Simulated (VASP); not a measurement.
# BP (I-4m2) in VASP: a series of runs, part 3 of 3

VASP 6.6.1.

**5. Single point, r2SCAN (uniaxial y strain -5.6%)**

File POSCAR:

```
BP
1.0
    0.0000000000      2.1403825531      2.2683155501
    2.2683155501      0.0000000000      2.2683155501
    2.2683155501      2.1403825531      0.0000000000
B P
1 1
Direct
    0.0000000000      0.0000000000      0.0000000000
    0.2500000000      0.2500000000      0.2500000000
```

File INCAR.step1:

```
PREC = Accurate
ENCUT = 520
ISMEAR = 0
SIGMA = 0.01
LREAL = F
LASPH = T
NELM = 100
NBANDS = 11
GGA = PE
ALGO = Normal
EDIFF = 1E-4
LWAVE = T
LCHARG = F
```

File INCAR.step2:

```
PREC = Accurate
ENCUT = 520
EDIFF = 1E-6
ISMEAR = 0
SIGMA = 0.01
LREAL = F
LASPH = T
NELM = 100
ALGO = Normal
ISIF = 2
LWAVE = F
LCHARG = F
METAGGA = R2SCAN
LMIXTAU = T
NBANDS = 11
ISTART = 1
```

File KPOINTS:

```
Automatic mesh
0
Gamma
  10 10 10
```

Run with:

```sh
$ cat potpaw_PBE.64/B/POTCAR potpaw_PBE.64/P/POTCAR > POTCAR
$ cp INCAR.step1 INCAR
$ mpirun -np 1 vasp_std > vasp.out
$ cp INCAR.step2 INCAR
$ mpirun -np 1 vasp_std > vasp.out
```

Run time: 46 s. Hardware: 1 thread of Intel Xeon Platinum 8259CL at 2.50GHz (Skylake/Cascade Lake), shared host; peak memory 0.15 GiB.

Results (log left out):

* Free energy: -17.2276 eV
* Pressure: 10.3 GPa
* Band gap on the k mesh: 0.44 eV, indirect (least direct gap 3.13 eV)

Stress tensor (GPa, compression positive):
```
 4.89  0.00  0.00
 0.00 21.10  0.00
 0.00  0.00  4.89
```

Levels at points of the mesh, in eV from the valence-band top:
```tsv
k point	band 2	band 3	band 4	band 5	band 6	band 7
(0.00, 0.00, 0.00)	-0.58	-0.58	0.00	3.13	3.49	3.49
(0.50, 0.00, 0.00)	-10.33	-2.72	-1.93	3.70	4.35	5.44
(0.50, 0.50, 0.00)	-10.03	-4.78	-4.66	1.28	1.78	12.46
(0.50, 0.00, 0.50)	-9.44	-5.39	-5.39	0.57	0.88	13.19
```

Caveat: the cell differs from its parent crystal (uniaxial y strain -5.6%); the PAW data sets were made with another functional, which shifts forces and pressure a little. A k mesh can miss the band edges.

**6. Single point, r2SCAN (biaxial xy strain +5.8%)**

File POSCAR:

```
BP
1.0
    0.0000000000      2.3987436943      2.2683155501
    2.3987436943      0.0000000000      2.2683155501
    2.3987436943      2.3987436943      0.0000000000
B P
1 1
Direct
    0.0000000000      0.0000000000      0.0000000000
    0.2500000000      0.2500000000      0.2500000000
```

File INCAR.step1:

```
SYSTEM = BP
ALGO = Normal
EDIFF = 1E-4
ENCUT = 520
GGA = PE
ISMEAR = 0
LASPH = .TRUE.
LCHARG = .FALSE.
LREAL = .FALSE.
LWAVE = .TRUE.
NBANDS = 11
NELM = 100
PREC = Accurate
SIGMA = 0.01
```

File INCAR.step2:

```
SYSTEM = BP
ALGO = Normal
EDIFF = 1E-6
ENCUT = 520
ISIF = 2
ISMEAR = 0
ISTART = 1
LASPH = .TRUE.
LCHARG = .FALSE.
LMIXTAU = .TRUE.
LREAL = .FALSE.
LWAVE = .FALSE.
METAGGA = R2SCAN
NBANDS = 11
NELM = 100
PREC = Accurate
SIGMA = 0.01
```

File KPOINTS:

```
k-points
0
G
  10 10 10
  0 0 0
```

Potentials or basis: VASP PAW PBE potentials, release 64 (B, P).

Run with:

```sh
$ cat potpaw_PBE.64/B/POTCAR potpaw_PBE.64/P/POTCAR > POTCAR
$ cp INCAR.step1 INCAR
$ mpirun -np 1 vasp_std > vasp.out
$ cp INCAR.step2 INCAR
$ mpirun -np 1 vasp_std > vasp.out
```

OUTCAR:

```text
SYSTEM = BP
   EDIFF = 1E-6
   ENCUT = 520
   ISIF = 2
   ISMEAR = 0
   ISTART = 1
   LASPH = .TRUE.
   LREAL = .FALSE.
   METAGGA = R2SCAN
   NELM = 100
   PREC = Accurate

 ion  position               nearest neighbor table
   1  0.000  0.000  0.000-   2 2.04   2 2.04   2 2.04   2 2.04
   2  0.250  0.250  0.250-   1 2.04   1 2.04   1 2.04   1 2.04

  LATTYP: Found a body centered tetragonal cell.
 ALAT       =     3.3923358651
 C/A-ratio  =     1.3373177894

  Lattice vectors:

 A1 = (   0.0000000000,  -2.3987436943,  -2.2683155501)
 A2 = (   0.0000000000,   2.3987436943,  -2.2683155501)
 A3 = (   2.3987436943,   0.0000000000,   2.2683155501)

Analysis of symmetry for initial positions (statically):
=====================================================================
 Subroutine PRICEL returns:
 Original cell was already a primitive cell.

 Routine SETGRP: Setting up the symmetry group for a
 body centered tetragonal supercell.

 Subroutine GETGRP returns: Found  8 space group operations
 (whereof  8 operations were pure point group operations)
 out of a pool of 16 trial point group operations.

The static configuration has the point symmetry D_2d.

Analysis of symmetry for dynamics (positions and initial velocities):
=====================================================================
 Subroutine PRICEL returns:
 Original cell was already a primitive cell.

 Routine SETGRP: Setting up the symmetry group for a
 body centered tetragonal supercell.

 Subroutine GETGRP returns: Found  8 space group operations
 (whereof  8 operations were pure point group operations)
 out of a pool of 16 trial point group operations.

The dynamic configuration has the point symmetry D_2d.

 Subroutine INISYM returns: Found  8 space group operations
 (whereof  8 operations are pure point group operations),
 and found     1 'primitive' translations

----------------------------------------------------------------------------------------

[... 119 lines left out ...]
   AEXX    =    0.0000 exact exchange contribution
   IVDW    =     0    specifies the selected vdW correction
   LEPSILON=     F    determine dielectric tensor
   LRPA    =     F    only Hartree local field effects (RPA)
 non-spin polarized calculation
 Gauss-broadening in eV      SIGMA  =   0.01
  energy-cutoff  :      520.00
  volume of cell :       26.10
 maximum number of plane-waves:       724
 NGX is ok and might be reduce to    28
   NGX = 13   NGY = 13   NGZ = 13

 number of electron       8.0000000 magnetization

 Free energy of the ion-electron system (eV)
  ---------------------------------------------------
  ext. energy  EPLUGINS =         0.00000000
  ---------------------------------------------------
  free energy    TOTEN  =       -17.11886389 eV

  energy without entropy =      -17.11886389  energy(sigma->0) =      -17.11886389

 E-fermi :   6.6128     XC(G=0): -11.0085

 val. band max:        6.4644539167   @ k =   0.0000   0.0000   0.0000
 cond. band min:       7.2277933628   @ k =   0.4000   0.4000   0.0000
 fundamental gap:      0.7633394461
 Fermi energy:         6.6128155293

 k-point     1 :       0.0000    0.0000    0.0000
  band No.  band energies     occupation
      1      -9.1484      2.00000
      2       5.9491      2.00000
      3       5.9491      2.00000
      4       6.4645      2.00000
      5       9.3990      0.00000
      6       9.7533      0.00000
      7       9.7533      0.00000
      8      12.3697      0.00000
      9      17.7441      0.00000
     10      17.7828      0.00000
     11      19.0708      0.00000
[... 309 lines left out ...]
 k-point    24 :       0.4000    0.3000    0.0000
  band No.  band energies     occupation
      1      -6.1678      2.00000
      2       0.0824      2.00000
      3       2.1612      2.00000
      4       2.4438      2.00000
      5       7.7638      0.00000
      6       9.7851      0.00000
      7      15.4993      0.00000
      8      15.5115      0.00000
      9      20.1826      0.00000
     10      21.3024      0.00000
     11      23.0779      0.00000

 [... further k-points ...]

------------------------ aborting loop because EDIFF is reached ----------------------------------------

  FORCE on cell =-STRESS in cart. coord.  units (eV):
  Direction    XX          YY          ZZ          XY          YZ          ZX
  --------------------------------------------------------------------------------------
  -------------------------------------------------------------------------------------
  Total       -3.2916252     -3.2916252     -1.0984496      0.0000000     -0.0000000      0.0000000
  in kB     -202.0318348   -202.0318348    -67.4201240      0.0000000     -0.0000000      0.0000000
  external PRESSURE =    -157.1612646 kB  Pullay stress =       0.0000000 kB

 VOLUME and BASIS-vectors are now :
 -----------------------------------------------------------------------------
  energy-cutoff  :      520.00
  volume of cell :       26.10
      direct lattice vectors                 reciprocal lattice vectors
     0.000000000  2.398743694  2.268315550    -0.208442445  0.208442445  0.220427885
     2.398743694  0.000000000  2.268315550     0.208442445 -0.208442445  0.220427885
     2.398743694  2.398743694  0.000000000     0.208442445  0.208442445 -0.220427885

 POSITION                                       TOTAL-FORCE (eV/Angst)
 -----------------------------------------------------------------------------------
      0.00000      0.00000      0.00000        -0.000000     -0.000000     -0.000000
      1.19937      1.19937      1.13416         0.000000      0.000000      0.000000
 -----------------------------------------------------------------------------------
    total drift:                                0.000000      0.000000     -0.000000

  FREE ENERGIE OF THE ION-ELECTRON SYSTEM (eV)
  ---------------------------------------------------
  free  energy   TOTEN  =       -17.1188638850 eV

  energy  without entropy=      -17.1188638850  energy(sigma->0) =      -17.11886389
```

It took 2 min on 1 thread of Intel Xeon Platinum 8259CL at 2.50GHz (Skylake/Cascade Lake), shared host; peak memory 0.17 GiB.

Results:

```
Free energy            : -17.1189 eV
Pressure               : -15.7 GPa
Band gap on the k mesh : 0.76 eV, indirect (least direct gap 2.93 eV)
```

Levels at points of the mesh, in eV from the valence-band top:
```
           k point  band 1  band 2  band 3  band 4  band 5  band 6  band 7  band 8  band 9
(0.00, 0.00, 0.00)  -15.61   -0.52   -0.52    0.00    2.93    3.29    3.29    5.91   11.28
(0.50, 0.00, 0.00)  -12.53   -9.05   -2.39   -1.74    2.91    4.38    5.06   10.17   13.71
(0.50, 0.50, 0.00)  -10.73   -8.57   -4.63   -4.63    0.98    1.18   11.64   11.64   15.01
(0.50, 0.00, 0.50)  -11.20   -9.04   -4.13   -4.03    1.62    1.92   11.07   11.96   14.21
```

Caveat: the cell differs from its parent crystal (biaxial xy strain +5.8%); the PAW data sets were made with another functional, which shifts forces and pressure a little. A k mesh can miss the band edges.

**7. Overview**

| level | cell | k mesh | smearing | gap on the mesh (eV) | pressure (GPa) |
| --- | --- | --- | --- | --- | --- |
| PBE | a = 3.301, b = 3.301, c = 3.392 Å, angles 59.1, 59.1, 61.8°, 2 atoms | 6 × 6 × 6 | gaussian 0.01 eV | 0.72 | -13.9 |
| PBE | a = 3.119, b = 3.208 Å, angles 59.0, 61.9, 59.0°, 2 atoms | 10 × 10 × 10 | fermi-dirac 0.02 eV | 0.28 | 11.7 |
| PBE | a = 3.301, b = 3.301, c = 3.392 Å, angles 59.1, 59.1, 61.8°, 2 atoms | 10 × 10 × 10 | fermi-dirac 0.02 eV | 0.61 | -13.9 |
| r2SCAN | a = 3.119, b = 3.208 Å, angles 59.0, 61.9, 59.0°, 2 atoms | 10 × 10 × 10 | gaussian 0.01 eV | 0.44 | 10.3 |
| r2SCAN | a = 3.301, b = 3.301, c = 3.392 Å, angles 59.1, 59.1, 61.8°, 2 atoms | 10 × 10 × 10 | gaussian 0.01 eV | 0.76 | -15.7 |

Alike in all rows: task single point; potentials or basis VASP PAW PBE potentials, release 64 (B, P); no spin polarisation; cutoff (eV) 520.

Caveats: the PAW data sets were made with another functional, which shifts forces and pressure a little (some runs).

Absolute energies hang on the potentials; compare differences alone.
